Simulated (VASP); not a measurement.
# SrTe (Fm-3m) in VASP: a series of runs

SrTe is run at these levels: PBEsol, PBE; tasks: single point.

Everything below comes from runs of VASP 6.6.1. Logs are shortened: lines on timing, memory, paths and dates and some standing lists are left out, and cuts for length are marked.

## (1) The cell of the first run

It takes space group Fm-3m (No. 225, cubic). Conventional cell: a = 6.607 Å, b = 6.607 Å, c = 6.607 Å, α = 90.00°, β = 90.00°, γ = 90.00°. Within 4.3 Å of Sr (site symmetry m-3m) lie 6 Te at 3.30 Å. Te (site symmetry m-3m) has 6 Sr at 3.30 Å within 4.3 Å.

## (2) Single point, PBEsol

File INCAR:

```
SYSTEM = SrTe
ALGO = Normal
EDIFF = 1E-6
ENCUT = 500
GGA = PS
GGA_COMPAT = .False.
ISIF = 2
ISMEAR = -1
LASPH = .True.
LCHARG = .False.
LREAL = .False.
LWAVE = .False.
NBANDS = 15
NELM = 120
PREC = Accurate
SIGMA = 0.02
```

File KPOINTS:

```
k-points
0
Gamma
  6 6 6
  0 0 0
```

File POSCAR:

```
SrTe
1.0
    0.0000000000      3.3033131744      3.3033131744
    3.3033131744      0.0000000000      3.3033131744
    3.3033131744      3.3033131744      0.0000000000
Sr Te
1 1
Direct
    0.0000000000      0.0000000000      0.0000000000
    0.5000000000      0.5000000000      0.5000000000
```

Potentials or basis: VASP PAW PBE potentials, release 64 (Sr_sv, Te).

Command:

```sh
$ cat potpaw_PBE.64/Sr_sv/POTCAR potpaw_PBE.64/Te/POTCAR > POTCAR
$ mpirun -np 1 vasp_std > vasp.out
```

OUTCAR:

```text
SYSTEM = SrTe
   EDIFF = 1E-6
   ENCUT = 500
   GGA = PS
   ISIF = 2
   ISMEAR = -1
   LASPH = .True.
   LREAL = .False.
   NELM = 120
   PREC = Accurate

 ion  position               nearest neighbor table
   1  0.000  0.000  0.000-   2 3.30   2 3.30   2 3.30   2 3.30   2 3.30   2 3.30
   2  0.500  0.500  0.500-   1 3.30   1 3.30   1 3.30   1 3.30   1 3.30   1 3.30

  LATTYP: Found a face centered cubic cell.
 ALAT       =     6.6066263488

  Lattice vectors:

 A1 = (   0.0000000000,   3.3033131744,   3.3033131744)
 A2 = (   3.3033131744,   0.0000000000,   3.3033131744)
 A3 = (   3.3033131744,   3.3033131744,   0.0000000000)

Analysis of symmetry for initial positions (statically):
=====================================================================
 Subroutine PRICEL returns:
 Original cell was already a primitive cell.

 Routine SETGRP: Setting up the symmetry group for a
 face centered cubic supercell.

 Subroutine GETGRP returns: Found 48 space group operations
 (whereof 48 operations were pure point group operations)
 out of a pool of 48 trial point group operations.

The static configuration has the point symmetry O_h .

Analysis of symmetry for dynamics (positions and initial velocities):
=====================================================================
 Subroutine PRICEL returns:
 Original cell was already a primitive cell.

 Routine SETGRP: Setting up the symmetry group for a
 face centered cubic supercell.

 Subroutine GETGRP returns: Found 48 space group operations
 (whereof 48 operations were pure point group operations)
 out of a pool of 48 trial point group operations.

The dynamic configuration has the point symmetry O_h .

 Subroutine INISYM returns: Found 48 space group operations
 (whereof 48 operations are pure point group operations),
 and found     1 'primitive' translations

----------------------------------------------------------------------------------------

                                     Primitive cell

  volume of cell :      72.0907

  direct lattice vectors                    reciprocal lattice vectors
     0.000000000  3.303313174  3.303313174    -0.151363184  0.151363184  0.151363184
     3.303313174  0.000000000  3.303313174     0.151363184 -0.151363184  0.151363184
     3.303313174  3.303313174  0.000000000     0.151363184  0.151363184 -0.151363184

  length of vectors
     4.671590292  4.671590292  4.671590292     0.262168725  0.262168725  0.262168725

  position of ions in fractional coordinates (direct lattice)
[... 79 lines left out ...]
   TEBEG  =    0.0;   TEEND  =   0.0 temperature during run
   PSTRESS=    0.0 pullay stress
   NELECT =      16.0000    total number of electrons
   NUPDOWN=      -1.0000    fix difference up-down
   EMIN   =  10.00;   EMAX   =-10.00  energy-range for DOS
   EFERMI =   0.00;   METHOD = LEGACY
   ISMEAR =    -1;   SIGMA  =   0.02  broadening in eV -4-tet -1-fermi 0-gaus
   EFERMI_NEDOS =   21; number of points for ismear=-14 and -15
   IALGO  =     38    algorithm
   IMIX   =      4    mixing-type and parameters
     AMIX     =   0.40;   BMIX     =  1.00
     AMIX_MAG =   1.60;   BMIX_MAG =  1.00
  volume/ion in A,a.u.               =      36.05       243.25
  Fermi-wavevector in a.u.,A,eV,Ry     =   0.991186  1.873070 13.367034  0.982449
  Thomas-Fermi vector in A             =   2.122909
   LORBIT       =      0    0 simple, 1 ext, 2 COOP (PROOUT), +10 PAW based schemes
   GGA     = PS    functional components
   LHFCALC =     F    Hartree Fock is set to
   AEXX    =    0.0000 exact exchange contribution
   IVDW    =     0    specifies the selected vdW correction
   LEPSILON=     F    determine dielectric tensor
   LRPA    =     F    only Hartree local field effects (RPA)
 non-spin polarized calculation
  energy-cutoff  :      500.00
  volume of cell :       72.09
 maximum number of plane-waves:      1853
 NGX is ok and might be reduce to    36
   NGX = 17   NGY = 17   NGZ = 17

 number of electron      16.0000000 magnetization

 Free energy of the ion-electron system (eV)
  ---------------------------------------------------
  ext. energy  EPLUGINS =         0.00000000
  ---------------------------------------------------
  free energy    TOTEN  =        -8.83286523 eV

  energy without entropy =       -8.83286523  energy(sigma->0) =       -8.83286523

 E-fermi :   3.3232     XC(G=0):  -8.7748

 val. band max:        2.9161536669   @ k =   0.0000   0.0000   0.0000
 cond. band min:       4.4554976639   @ k =   0.5000   0.5000   0.0000
 fundamental gap:      1.5393439971
 Fermi energy:         3.3231955265

 k-point     1 :       0.0000    0.0000    0.0000
  band No.  band energies     occupation
      1     -31.6025      2.00000
      2     -13.6214      2.00000
      3     -13.6214      2.00000
      4     -13.6214      2.00000
      5      -7.1799      2.00000
      6       2.9162      2.00000
      7       2.9162      2.00000
      8       2.9162      2.00000
      9       5.7262      0.00000
     10       6.0988      0.00000
     11       6.0988      0.00000
     12       6.0988      0.00000
     13       6.8035      0.00000
     14       6.8035      0.00000
[... 257 lines left out ...]
      2     -13.7056      2.00000
      3     -13.6760      2.00000
      4     -13.6690      2.00000
      5      -6.6165      2.00000
      6       1.0320      2.00000
      7       1.4976      2.00000
      8       1.5909      2.00000
      9       5.6814      0.00000
     10       7.3107      0.00000
     11       7.9158      0.00000
     12       8.6707      0.00000
     13       9.1219      0.00000
     14       9.4177      0.00000
     15      11.4722      0.00000

------------------------ aborting loop because EDIFF is reached ----------------------------------------

  FORCE on cell =-STRESS in cart. coord.  units (eV):
  Direction    XX          YY          ZZ          XY          YZ          ZX
  --------------------------------------------------------------------------------------
  -------------------------------------------------------------------------------------
  Total        0.0632516      0.0632516      0.0632516      0.0000000      0.0000000      0.0000000
  in kB        1.4057338      1.4057338      1.4057338      0.0000000      0.0000000      0.0000000
  external PRESSURE =       1.4057338 kB  Pullay stress =       0.0000000 kB

 VOLUME and BASIS-vectors are now :
 -----------------------------------------------------------------------------
  energy-cutoff  :      500.00
  volume of cell :       72.09
      direct lattice vectors                 reciprocal lattice vectors
     0.000000000  3.303313174  3.303313174    -0.151363184  0.151363184  0.151363184
     3.303313174  0.000000000  3.303313174     0.151363184 -0.151363184  0.151363184
     3.303313174  3.303313174  0.000000000     0.151363184  0.151363184 -0.151363184

 POSITION                                       TOTAL-FORCE (eV/Angst)
 -----------------------------------------------------------------------------------
      0.00000      0.00000      0.00000        -0.000000      0.000000     -0.000000
      3.30331      3.30331      3.30331         0.000000     -0.000000      0.000000
 -----------------------------------------------------------------------------------
    total drift:                                0.000000      0.000000      0.000000

  FREE ENERGIE OF THE ION-ELECTRON SYSTEM (eV)
  ---------------------------------------------------
  free  energy   TOTEN  =        -8.8328652277 eV

  energy  without entropy=       -8.8328652277  energy(sigma->0) =       -8.83286523
```

OSZICAR:

```text
N       E                     dE             d eps       ncg     rms          rms(c)
DAV:   1     0.641839143615E+02    0.64184E+02   -0.66836E+03   480   0.899E+02
DAV:   2    -0.506289291151E+01   -0.69247E+02   -0.64252E+02   634   0.171E+02
DAV:   3    -0.878440163479E+01   -0.37215E+01   -0.36991E+01   713   0.347E+01
DAV:   4    -0.893879817751E+01   -0.15440E+00   -0.15436E+00   636   0.650E+00
DAV:   5    -0.894104077888E+01   -0.22426E-02   -0.22426E-02   675   0.775E-01    0.165E+01
DAV:   6    -0.884121658836E+01    0.99824E-01   -0.11223E-01   592   0.198E+00    0.976E+00
DAV:   7    -0.883411461156E+01    0.71020E-02   -0.13666E-01   600   0.238E+00    0.983E-01
DAV:   8    -0.883267962596E+01    0.14350E-02   -0.18330E-02   522   0.653E-01    0.382E-01
DAV:   9    -0.883277171344E+01   -0.92087E-04   -0.77986E-04   620   0.187E-01    0.183E-01
DAV:  10    -0.883285957057E+01   -0.87857E-04   -0.62685E-05   529   0.513E-02    0.374E-02
DAV:  11    -0.883286490093E+01   -0.53304E-05   -0.62827E-06   718   0.121E-02    0.266E-02
DAV:  12    -0.883286522769E+01   -0.32676E-06   -0.47545E-06   585   0.993E-03
   1 F= -.88328652E+01 E0= -.88328652E+01  d E =-.171936E-10
```

It took 14 s on 1 thread of Intel Xeon 6975P-C, shared host; peak memory 0.21 GiB.

Results:

- Free energy: -8.8329 eV
- Pressure: 0.1 GPa
- Band gap on the k mesh: 1.54 eV, indirect (least direct gap 2.31 eV)

Caveat: the PAW data sets were made with another functional, which shifts forces and pressure a little; spin-orbit coupling is left out, which moves the levels of the heavy elements.

## (3) Single point, PBE

This run uses another cell than the first one, of 37.92 Å³/atom, 1.052 times its volume.

File INCAR:

```
PREC = Accurate ; ENCUT = 500
EDIFF = 1E-6 ; ISMEAR = -1
SIGMA = 0.02 ; LREAL = F
LASPH = T ; NELM = 120
ALGO = Normal ; ISIF = 2
LWAVE = F ; LCHARG = F
GGA = PE ; NBANDS = 15
GGA_COMPAT = F
```

File KPOINTS:

```
Automatic mesh
0
Gamma
  6 6 6
```

File POSCAR:

```
SrTe
1.0
    0.0000000000      3.3595006537      3.3595006537
    3.3595006537      0.0000000000      3.3595006537
    3.3595006537      3.3595006537      0.0000000000
Sr Te
1 1
Direct
    0.0000000000      0.0000000000      0.0000000000
    0.5000000000      0.5000000000      0.5000000000
```

Potentials or basis: VASP PAW PBE potentials, release 64 (Sr_sv, Te).

Command:

```sh
$ cat potpaw_PBE.64/Sr_sv/POTCAR potpaw_PBE.64/Te/POTCAR > POTCAR
$ mpirun -np 1 vasp_std > vasp.out
```

OUTCAR:

```text
PREC = Accurate
   ENCUT = 500
   EDIFF = 1E-6
   ISMEAR = -1
   LREAL = F
   LASPH = T
   NELM = 120
   ISIF = 2
   GGA = PE

 ion  position               nearest neighbor table
   1  0.000  0.000  0.000-   2 3.36   2 3.36   2 3.36   2 3.36   2 3.36   2 3.36
   2  0.500  0.500  0.500-   1 3.36   1 3.36   1 3.36   1 3.36   1 3.36   1 3.36

  LATTYP: Found a face centered cubic cell.
 ALAT       =     6.7190013074

  Lattice vectors:

 A1 = (   0.0000000000,   3.3595006537,   3.3595006537)
[... 462 lines left out ...]

------------------------ aborting loop because EDIFF is reached ----------------------------------------

  FORCE on cell =-STRESS in cart. coord.  units (eV):
  Direction    XX          YY          ZZ          XY          YZ          ZX
  --------------------------------------------------------------------------------------
  -------------------------------------------------------------------------------------
  Total        0.0385947      0.0385947      0.0385947      0.0000000      0.0000000      0.0000000
  in kB        0.8154245      0.8154245      0.8154245      0.0000000      0.0000000      0.0000000
  external PRESSURE =       0.8154245 kB  Pullay stress =       0.0000000 kB

 VOLUME and BASIS-vectors are now :
 -----------------------------------------------------------------------------
  energy-cutoff  :      500.00
  volume of cell :       75.83
      direct lattice vectors                 reciprocal lattice vectors
     0.000000000  3.359500654  3.359500654    -0.148831642  0.148831642  0.148831642
     3.359500654  0.000000000  3.359500654     0.148831642 -0.148831642  0.148831642
     3.359500654  3.359500654  0.000000000     0.148831642  0.148831642 -0.148831642

 POSITION                                       TOTAL-FORCE (eV/Angst)
 -----------------------------------------------------------------------------------
      0.00000      0.00000      0.00000        -0.000000     -0.000000     -0.000000
      3.35950      3.35950      3.35950         0.000000      0.000000      0.000000
 -----------------------------------------------------------------------------------
    total drift:                                0.000000      0.000000      0.000000

  FREE ENERGIE OF THE ION-ELECTRON SYSTEM (eV)
  ---------------------------------------------------
  free  energy   TOTEN  =        -8.2679630976 eV

  energy  without entropy=       -8.2679630976  energy(sigma->0) =       -8.26796310
```

OSZICAR:

```text
N       E                     dE             d eps       ncg     rms          rms(c)
DAV:   1     0.643432696901E+02    0.64343E+02   -0.66915E+03   480   0.893E+02
DAV:   2    -0.458437191447E+01   -0.68928E+02   -0.64190E+02   634   0.178E+02
DAV:   3    -0.818795093144E+01   -0.36036E+01   -0.35812E+01   669   0.342E+01
DAV:   4    -0.836228587773E+01   -0.17433E+00   -0.17429E+00   682   0.689E+00
DAV:   5    -0.836413403708E+01   -0.18482E-02   -0.18481E-02   639   0.718E-01    0.143E+01
DAV:   6    -0.826273737001E+01    0.10140E+00   -0.13612E-01   571   0.211E+00    0.853E+00
DAV:   7    -0.826737355990E+01   -0.46362E-02   -0.16866E-01   593   0.256E+00    0.110E+00
DAV:   8    -0.826757503173E+01   -0.20147E-03   -0.22033E-02   522   0.710E-01    0.398E-01
DAV:   9    -0.826769816614E+01   -0.12313E-03   -0.92194E-04   606   0.215E-01    0.199E-01
DAV:  10    -0.826794463520E+01   -0.24647E-03   -0.19286E-04   529   0.808E-02    0.433E-02
DAV:  11    -0.826795978566E+01   -0.15150E-04   -0.13441E-05   664   0.190E-02    0.442E-02
DAV:  12    -0.826796264371E+01   -0.28580E-05   -0.11659E-05   564   0.163E-02    0.293E-02
DAV:  13    -0.826796309758E+01   -0.45387E-06   -0.38188E-07   422   0.382E-03
   1 F= -.82679631E+01 E0= -.82679631E+01  d E =-.587089E-11
```

stdout:

```text
POSCAR found type information on POSCAR SrTe
 POSCAR found :  2 types and       2 ions
 scaLAPACK will be used
 LDA part: xc-table for (Slater+PW92), standard interpolation
 POSCAR, INCAR and KPOINTS ok, starting setup
 FFT: planning ... GRIDC
 FFT: planning ... GRID_SOFT
 FFT: planning ... GRID
 WAVECAR not read
 entering main loop
```

It took 19 s on 1 thread of Intel Xeon 6975P-C, shared host; peak memory 0.21 GiB.

Results:

```yaml
Free_energy: -8.2680 eV
Pressure: 0.1 GPa
Band_gap_on_the_k_mesh: 1.76 eV, indirect (least direct gap 2.48 eV)
```

Caveat: spin-orbit coupling is left out, which moves the levels of the heavy elements. A k mesh can miss the band edges.
